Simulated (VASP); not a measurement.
# Mn (P6_3/mmc) in VASP: further runs

The runs below take Mn through single point, relaxation of cell and atoms, with r2SCAN.

Everything below comes from runs of VASP 6.6.1. Logs are shortened: lines on timing, memory, paths and dates and some standing lists are left out, and cuts for length are marked.

### 1 The cell of the first run

It takes space group P6_3/mmc (No. 194, hexagonal). The conventional cell has a = 2.455 Å, b = 2.455 Å, c = 3.992 Å, α = 90.00°, β = 90.00°, γ = 120.00°. Within 3.2 Å of Mn (site symmetry -6m2) lie 12 Mn at 2.45 Å.

### 2 Single point, r2SCAN, collinear spin, ferromagnetic start

File POSCAR:

```
Mn
1.0
    2.4548494734      0.0000000000      0.0000000000
   -1.2274247367      2.1259620064      0.0000000000
    0.0000000000      0.0000000000      3.9924678965
Mn
2
Direct
    0.6666666667      0.3333333333      0.7500000000
    0.3333333333      0.6666666667      0.2500000000
```

File INCAR.step1:

```
PREC = Accurate
ENCUT = 520
ISMEAR = 0
SIGMA = 0.1
LREAL = F
LASPH = T
NELM = 150
ISPIN = 2
MAGMOM = 0.2 0.2
LMAXMIX = 4
NBANDS = 24
GGA = PE
ALGO = Normal
EDIFF = 1E-4
LWAVE = T
LCHARG = F
```

File INCAR.step2:

```
PREC = Accurate
ENCUT = 520
EDIFF = 1E-6
ISMEAR = 0
SIGMA = 0.1
LREAL = F
LASPH = T
NELM = 150
ALGO = Normal
ISIF = 2
LWAVE = F
LCHARG = T
ISPIN = 2
MAGMOM = 0.2 0.2
LORBIT = 11
LMAXMIX = 4
METAGGA = R2SCAN
LMIXTAU = T
LELF = T
LVHAR = T
NBANDS = 24
ISTART = 1
```

File KPOINTS:

```
regular mesh
0
Gamma
  9 9 4
```

Potentials or basis: VASP PAW PBE potentials, release 64 (Mn_pv).

Command:

```console
> cat potpaw_PBE.64/Mn_pv/POTCAR > POTCAR
> cp INCAR.step1 INCAR
> mpirun -np 1 vasp_std > vasp.out
> cp INCAR.step2 INCAR
> mpirun -np 1 vasp_std > vasp.out
```

OUTCAR:

```text
PREC = Accurate
   ENCUT = 520
   EDIFF = 1E-6
   ISMEAR = 0
   LREAL = F
   LASPH = T
   NELM = 150
   ISIF = 2
   ISPIN = 2
   LORBIT = 11
   METAGGA = R2SCAN
   ISTART = 1

 ion  position               nearest neighbor table
   1  0.667  0.333  0.750-   2 2.45   2 2.45   2 2.45   2 2.45   2 2.45   2 2.45
   2  0.333  0.667  0.250-   1 2.45   1 2.45   1 2.45   1 2.45   1 2.45   1 2.45

  LATTYP: Found a hexagonal cell.
 ALAT       =     2.4548494734
 C/A-ratio  =     1.6263595547

  Lattice vectors:

 A1 = (   2.4548494734,   0.0000000000,   0.0000000000)
 A2 = (  -1.2274247367,   2.1259620064,   0.0000000000)
 A3 = (   0.0000000000,   0.0000000000,   3.9924678965)

Analysis of symmetry for initial positions (statically):
=====================================================================
 Subroutine PRICEL returns:
 Original cell was already a primitive cell.

 Routine SETGRP: Setting up the symmetry group for a
 hexagonal supercell.

 Subroutine GETGRP returns: Found 24 space group operations
 (whereof 12 operations were pure point group operations)
 out of a pool of 24 trial point group operations.

The static configuration has the point symmetry D_3d.
 The point group associated with its full space group is D_6h.

Analysis of symmetry for dynamics (positions and initial velocities):
=====================================================================
 Subroutine PRICEL returns:
 Original cell was already a primitive cell.

 Routine SETGRP: Setting up the symmetry group for a
 hexagonal supercell.

 Subroutine GETGRP returns: Found 24 space group operations
 (whereof 12 operations were pure point group operations)
 out of a pool of 24 trial point group operations.

The dynamic configuration has the point symmetry D_3d.
 The point group associated with its full space group is D_6h.

Analysis of structural, dynamic, and magnetic symmetry:
=====================================================================
 Subroutine PRICEL returns:
 Original cell was already a primitive cell.

 Routine SETGRP: Setting up the symmetry group for a
 hexagonal supercell.

 Subroutine GETGRP returns: Found 24 space group operations
 (whereof 12 operations were pure point group operations)
 out of a pool of 24 trial point group operations.

The overall configuration has the point symmetry D_3d.
 The point group associated with its full space group is D_6h.

 Subroutine INISYM returns: Found 24 space group operations
 (whereof 12 operations are pure point group operations),
 and found     1 'primitive' translations

----------------------------------------------------------------------------------------

                                     Primitive cell

  volume of cell :      20.8364

  direct lattice vectors                    reciprocal lattice vectors
     2.454849473  0.000000000  0.000000000     0.407356952  0.235187646  0.000000000
    -1.227424737  2.125962006  0.000000000     0.000000000  0.470375292  0.000000000
     0.000000000  0.000000000  3.992467897     0.000000000  0.000000000  0.250471645

  length of vectors
     2.454849473  2.454849473  3.992467897     0.470375292  0.470375292  0.250471645

  position of ions in fractional coordinates (direct lattice)
     0.666666667  0.333333333  0.750000000
     0.333333333  0.666666667  0.250000000

  ion indices of the primitive-cell ions
   primitive index   ion index
                 1           1
                 2           2

----------------------------------------------------------------------------------------

 KPOINTS: regular mesh

Automatic generation of k-mesh.
 Grid dimensions read from file:
 generate k-points for:    9    9    4

 Generating k-lattice:

  Cartesian coordinates                     Fractional coordinates (reciprocal lattice)
     0.045261884  0.026131961  0.000000000     0.111111111 -0.000000000  0.000000000
     0.000000000  0.052263921  0.000000000     0.000000000  0.111111111  0.000000000
     0.000000000  0.000000000  0.062617911     0.000000000  0.000000000  0.250000000

  Length of vectors
     0.052263921  0.052263921  0.062617911

  Shift w.r.t. Gamma in fractional coordinates (k-lattice)
     0.000000000  0.000000000  0.000000000

 Subroutine IBZKPT returns following result:
 ===========================================

 Found     36 irreducible k-points:

 Following reciprocal coordinates:
            Coordinates               Weight
  0.000000  0.000000  0.000000      1.000000
  0.111111  0.000000  0.000000      6.000000
  0.222222  0.000000  0.000000      6.000000
  0.333333 -0.000000  0.000000      6.000000
  0.444444  0.000000  0.000000      6.000000
  0.111111  0.111111  0.000000      6.000000
[... 16 lines left out ...]
  0.333333  0.222222  0.250000     24.000000
  0.333333  0.333333  0.250000      4.000000
 [... further k-points ...]
   k-points           NKPTS =     36   k-points in BZ     NKDIM =     36   number of bands    NBANDS=     24
   number of dos      NEDOS =    301   number of ions     NIONS =      2
   total plane-waves  NPLWV =   9720
   dimension x,y,z NGX =    18 NGY =   18 NGZ =   30
   dimension x,y,z NGXF=    36 NGYF=   36 NGZF=   60
   ions per type =               2
   NGX,Y,Z   is equivalent  to a cutoff of  12.19, 12.19, 12.49 a.u.
   NGXF,Y,Z  is equivalent  to a cutoff of  24.38, 24.38, 24.98 a.u.
 SYSTEM =  unknown system
   PREC   = accura    normal or accurate (medium, high low for compatibility)
   ISTART =      1    job   : 0-new  1-cont  2-samecut
   ICHARG =      0    charge: 1-file 2-atom 10-const
   ISPIN  =      2    spin polarized calculation?
   LNONCOLLINEAR =      F non collinear calculations
   LSORBIT =      F    spin-orbit coupling
   LASPH  =      T    aspherical Exc in radial PAW
   ENCUT  =  520.0 eV  38.22 Ry    6.18 a.u.   4.56  4.56  7.42*2*pi/ulx,y,z
   NELM   =    150;   NELMIN=  2; NELMDL=  0     # of ELM steps
   EDIFF  = 0.1E-05   stopping-criterion for ELM
   LREAL  =      F    real-space projection
   EDIFFG = 0.1E-04   stopping-criterion for IOM
   NSW    =      0    number of steps for IOM
   IBRION =     -1    ionic relax: 0-MD 1-quasi-New 2-CG
   NFREE  =      0    steps in history (QN), initial steepest desc. (CG)
   ISIF   =      2    stress and relaxation
   ISYM   =      2    0-nonsym 1-usesym 2-fastsym
   POTIM  = 0.5000    time-step for ionic-motion
   TEBEG  =    0.0;   TEEND  =   0.0 temperature during run
   PSTRESS=    0.0 pullay stress
   NELECT =      26.0000    total number of electrons
   NUPDOWN=      -1.0000    fix difference up-down
   EMIN   =  10.00;   EMAX   =-10.00  energy-range for DOS
   EFERMI =   0.00;   METHOD = LEGACY
   ISMEAR =     0;   SIGMA  =   0.10  broadening in eV -4-tet -1-fermi 0-gaus
   EFERMI_NEDOS =   21; number of points for ismear=-14 and -15
   IALGO  =     38    algorithm
   IMIX   =      4    mixing-type and parameters
     AMIX     =   0.40;   BMIX     =  1.00
     AMIX_MAG =   1.60;   BMIX_MAG =  1.00
  volume/ion in A,a.u.               =      10.42        70.31
  Fermi-wavevector in a.u.,A,eV,Ry     =   1.762485  3.330613 42.264488  3.106352
  Thomas-Fermi vector in A             =   2.830848
   LORBIT       =     11    0 simple, 1 ext, 2 COOP (PROOUT), +10 PAW based schemes
   METAGGA = R2SCAN    functional components
   LHFCALC =     F    Hartree Fock is set to
   AEXX    =    0.0000 exact exchange contribution
   IVDW    =     0    specifies the selected vdW correction
   LEPSILON=     F    determine dielectric tensor
   LRPA    =     F    only Hartree local field effects (RPA)
 spin polarized calculation
 Gauss-broadening in eV      SIGMA  =   0.10
  energy-cutoff  :      520.00
  volume of cell :       20.84
 maximum number of plane-waves:       578
   NGX =  9   NGY =  9   NGZ = 15

 number of electron      26.0000032 magnetization      -0.0000744

 number of electron      26.0000032 magnetization       0.0000249

 Free energy of the ion-electron system (eV)
  ---------------------------------------------------
  ext. energy  EPLUGINS =         0.00000000
  ---------------------------------------------------
  free energy    TOTEN  =       -28.53456217 eV

  energy without entropy =      -28.52004320  energy(sigma->0) =      -28.52730268

 E-fermi :  10.6977     XC(G=0): -15.6234

 val. band max:       10.6951271770   @ k =   0.1111   0.0000   0.0000
 cond. band min:      10.7035994342   @ k =   0.2222   0.1111   0.5000
 fundamental gap:      0.0084722572
 Fermi energy:        10.6977457817

 spin component 1

 k-point     1 :       0.0000    0.0000    0.0000
  band No.  band energies     occupation
      1     -39.4516      1.00000
      2     -38.6820      1.00000
      3     -38.6819      1.00000
      4     -38.5667      1.00000
      5     -38.5662      1.00000
      6     -38.5661      1.00000
[... 16 lines left out ...]
     23      38.7744      0.00000
     24      38.7864      0.00000
[... 598 lines left out ...]
      2     -39.1937      1.00000
      3     -39.1743      1.00000
      4     -38.9839      1.00000
      5     -38.7894      1.00000
      6     -38.7894      1.00000
[... 16 lines left out ...]
     23      30.8597      0.00000
     24      33.0144      0.00000

 [... further k-points ...]

 spin component 2

 k-point     1 :       0.0000    0.0000    0.0000
  band No.  band energies     occupation
      1     -39.4516      1.00000
      2     -38.6820      1.00000
      3     -38.6818      1.00000
      4     -38.5667      1.00000
      5     -38.5662      1.00000
      6     -38.5661      1.00000
[... 16 lines left out ...]
     23      38.7744      0.00000
     24      38.7864      0.00000
[... 598 lines left out ...]
      2     -39.1937      1.00000
      3     -39.1743      1.00000
      4     -38.9839      1.00000
      5     -38.7894      1.00000
      6     -38.7894      1.00000
[... 16 lines left out ...]
     23      30.8597      0.00000
     24      33.0144      0.00000

 [... further k-points ...]

------------------------ aborting loop because EDIFF is reached ----------------------------------------

  FORCE on cell =-STRESS in cart. coord.  units (eV):
  Direction    XX          YY          ZZ          XY          YZ          ZX
  --------------------------------------------------------------------------------------
  -------------------------------------------------------------------------------------
  Total        0.0432483      0.0432483      0.0310432     -0.0000000     -0.0000000      0.0000000
  in kB        3.3255077      3.3255077      2.3870154     -0.0000000     -0.0000000      0.0000000
  external PRESSURE =       3.0126769 kB  Pullay stress =       0.0000000 kB

 VOLUME and BASIS-vectors are now :
 -----------------------------------------------------------------------------
  energy-cutoff  :      520.00
  volume of cell :       20.84
      direct lattice vectors                 reciprocal lattice vectors
     2.454849473  0.000000000  0.000000000     0.407356952  0.235187646  0.000000000
    -1.227424737  2.125962006  0.000000000     0.000000000  0.470375292  0.000000000
     0.000000000  0.000000000  3.992467897     0.000000000  0.000000000  0.250471645

 POSITION                                       TOTAL-FORCE (eV/Angst)
 -----------------------------------------------------------------------------------
      1.22742      0.70865      2.99435        -0.000000      0.000000      0.000000
     -0.00000      1.41731      0.99812         0.000000     -0.000000      0.000000
 -----------------------------------------------------------------------------------
    total drift:                               -0.000000      0.000000     -0.000000

  FREE ENERGIE OF THE ION-ELECTRON SYSTEM (eV)
  ---------------------------------------------------
  free  energy   TOTEN  =       -28.5345621651 eV

  energy  without entropy=      -28.5200431966  energy(sigma->0) =      -28.52730268

 total charge

# of ion       s       p       d       tot
------------------------------------------
    1        0.476   6.437   5.163  12.077
    2        0.476   6.437   5.163  12.077
--------------------------------------------------
tot          0.953  12.874  10.327  24.153

 magnetization (x)

# of ion       s       p       d       tot
------------------------------------------
    1       -0.000  -0.000   0.000   0.000
    2       -0.000  -0.000   0.000   0.000
--------------------------------------------------
tot         -0.000  -0.000   0.000   0.000
```

It took 68 s on 1 thread of Intel Xeon 6975P-C (Granite Rapids), shared host; peak memory 0.15 GiB.

Results:

```
Free energy                                           : -28.5346 eV
Pressure                                              : 0.3 GPa
Band gap on the k mesh                                : zero (filled and empty bands overlap)
Net moment                                            : 0.00 μB per cell
Valence electrons inside the program's atomic spheres : Mn 12.08
```

Stress tensor (GPa, compression positive):
```
0.33 0.00 0.00
0.00 0.33 0.00
0.00 0.00 0.24
```

Caveat: the k points lie up to 0.39 Å⁻¹ apart; the PAW data sets were made with another functional, which shifts forces and pressure a little.

### 3 Relaxation of cell and atoms, r2SCAN, collinear spin, ferromagnetic start

This run uses another cell than the first one, of 10.75 Å³/atom, 1.032 times its volume.

File POSCAR:

```
Mn
1.0
    2.4836457705      0.0000000000      0.0000000000
   -1.2418228852      2.1509003313      0.0000000000
    0.0000000000      0.0000000000      4.0261950000
Mn
2
Direct
    0.6666666700      0.3333333300      0.7500000000
    0.3333333300      0.6666666700      0.2500000000
```

File INCAR.step1:

```
SYSTEM = Mn
  PREC = Accurate
  ENCUT = 600
  ISMEAR = 0
  SIGMA = 0.1
  LREAL = .FALSE.
  LASPH = .TRUE.
  NELM = 150
  ISPIN = 2
  MAGMOM = 0.2 0.2
  LMAXMIX = 4
  GGA = PE
  ALGO = Normal
  EDIFF = 1E-4
  LWAVE = .TRUE.
  LCHARG = .FALSE.
```

File INCAR.step2:

```
SYSTEM = Mn
  PREC = Accurate
  ENCUT = 600
  EDIFF = 1E-6
  ISMEAR = 0
  SIGMA = 0.1
  LREAL = .FALSE.
  LASPH = .TRUE.
  NELM = 150
  ALGO = Normal
  ISIF = 3
  LWAVE = .FALSE.
  LCHARG = .FALSE.
  ISPIN = 2
  MAGMOM = 0.2 0.2
  LORBIT = 11
  LMAXMIX = 4
  METAGGA = R2SCAN
  LMIXTAU = .TRUE.
  IBRION = 2
  NSW = 90
  EDIFFG = -0.04
  ISTART = 1
```

File KPOINTS:

```
regular mesh
0
G
  9 9 4
  0 0 0
```

Potentials or basis: VASP PAW PBE potentials, release 64 (Mn_pv).

Command:

```console
> cat potpaw_PBE.64/Mn_pv/POTCAR > POTCAR
> cp INCAR.step1 INCAR
> mpirun -np 1 vasp_std > vasp.out
> cp INCAR.step2 INCAR
> mpirun -np 1 vasp_std > vasp.out
```

It took 2.3 min on 1 thread of Intel Xeon 6975P-C (Granite Rapids), shared host; peak memory 0.16 GiB.

Results (log left out):

- Free energy: -28.5370 eV
- Relaxed volume: 10.43 Å³/atom
- Relaxed cell: a = 2.458 Å, b = 2.458 Å, c = 3.988 Å, α = 90.00°, β = 90.00°, γ = 120.00°
- Space group after relaxing (to 0.05 Å): P6_3/mmc (No. 194)
- Energy gained by relaxing: 9.5 meV/atom
- Ionic steps: 3
- Pressure after relaxing: -0.3 GPa
- Band gap on the k mesh: zero (filled and empty bands overlap)
- Net moment: 0.00 μB per cell
- Valence electrons inside the program's atomic spheres: Mn 12.07

Stress tensor (GPa, compression positive):
```
-0.52  0.00  0.00
 0.00 -0.52  0.00
 0.00  0.00  0.05
```

The path:
```
step  energy change (eV)  largest force (eV/Å)  pressure (GPa)  volume (Å³)
   1              0.0000                0.0000           -9.11        21.51
   2              0.0534                0.0000           20.51        19.66
   3             -0.0191                0.0000           -0.33        20.86
```

Final structure:
```
Mn
1.0
     2.45762    0.00000    0.00000
    -1.22881    2.12836    0.00000
     0.00000    0.00000    3.98846
Mn
2
Direct
  0.66667 0.33333 0.75000
  0.33333 0.66667 0.25000
```

Levels at points of the mesh, in eV from the Fermi level:
Spin up:
```tsv
k point	band 10	band 11	band 12	band 13	band 14	band 15	band 16	band 17
(0.00, 0.00, 0.00)	-1.01	-1.01	-0.50	-0.50	0.10	0.10	0.58	1.76
(0.00, 0.00, 0.50)	-1.71	-1.09	-1.09	-1.09	-1.09	1.30	1.30	1.30
```
Spin down:
```csv
k point,band 10,band 11,band 12,band 13,band 14,band 15,band 16,band 17
"(0.00, 0.00, 0.00)",-1.01,-1.01,-0.50,-0.50,0.10,0.10,0.58,1.76
"(0.00, 0.00, 0.50)",-1.71,-1.09,-1.09,-1.09,-1.09,1.30,1.30,1.30
```

Caveat: the k points lie up to 0.39 Å⁻¹ apart in the final cell; the PAW data sets were made with another functional, which shifts forces and pressure a little.

### 4 Single point, r2SCAN, collinear spin

This run uses another cell than the first one: it holds 4 atoms, not 2.

File POSCAR:

```
Mn
1.0
    3.6568867433      0.0000000000      0.0000000000
   -1.8284433716      3.1669568185      0.0000000000
    0.0000000000      0.0000000000      4.3452601904
Mn
4
Direct
    0.0000000000      0.0000000000      0.2500000000
    0.0000000000      0.0000000000      0.7500000000
    0.3333333333      0.6666666667      0.7500000000
    0.6666666667      0.3333333333      0.2500000000
```

File INCAR.step1:

```
PREC = Accurate
ENCUT = 520
ISMEAR = 0
SIGMA = 0.1
LREAL = F
LASPH = T
NELM = 150
ISPIN = 2
MAGMOM = 0 0 0.12 0.12
LMAXMIX = 4
NBANDS = 38
GGA = PE
ALGO = Normal
EDIFF = 1E-4
LWAVE = T
LCHARG = F
```

File INCAR.step2:

```
PREC = Accurate
ENCUT = 520
EDIFF = 1E-6
ISMEAR = 0
SIGMA = 0.1
LREAL = F
LASPH = T
NELM = 150
ALGO = Normal
ISIF = 2
LWAVE = F
LCHARG = F
ISPIN = 2
MAGMOM = 0 0 0.12 0.12
LORBIT = 11
LMAXMIX = 4
METAGGA = R2SCAN
LMIXTAU = T
NBANDS = 38
ISTART = 1
```

File KPOINTS:

```
Automatic mesh
0
Gamma
  9 9 2
```

Command:

```console
> cat potpaw_PBE.64/Mn_pv/POTCAR > POTCAR
> cp INCAR.step1 INCAR
> mpirun -np 1 vasp_std > vasp.out
> cp INCAR.step2 INCAR
> mpirun -np 1 vasp_std > vasp.out
```

Wall time 4.4 min (1 thread of Intel Xeon Platinum 8488C (Sapphire Rapids), shared host); peak memory 0.23 GiB.

The run converged. Its results:

```
Free energy                                           : -53.6498 eV
Pressure                                              : 1.2 GPa
Band gap on the k mesh                                : zero (filled and empty bands overlap)
Net moment                                            : 0.00 μB per cell
Valence electrons inside the program's atomic spheres : Mn 12.29, 11.98
```

Stress tensor (GPa, compression positive):
```
1.59 0.00 0.00
0.00 1.59 0.00
0.00 0.00 0.45
```

Levels at points of the mesh, in eV from the Fermi level:
Spin up:
```tsv
k point	band 22	band 23	band 24	band 25	band 26	band 27	band 28	band 29	band 30	band 31
(0.00, 0.00, 0.00)	-1.38	-1.38	-1.02	-1.02	-0.69	-0.69	-0.28	-0.18	1.08	1.08
(0.00, 0.00, 0.50)	-1.52	-1.52	-1.52	-0.53	-0.53	-0.53	-0.53	0.38	0.38	0.75
```
Spin down:
```
           k point  band 24  band 25  band 26  band 27  band 28  band 29
(0.00, 0.00, 0.00)    -1.02    -1.02    -0.69    -0.69    -0.28    -0.18
(0.00, 0.00, 0.50)    -1.52    -0.53    -0.53    -0.53    -0.53     0.38
```

Caveat: the k points lie up to 0.72 Å⁻¹ apart; the PAW data sets were made with another functional, which shifts forces and pressure a little.

(Part 1 of 2 ends here.)
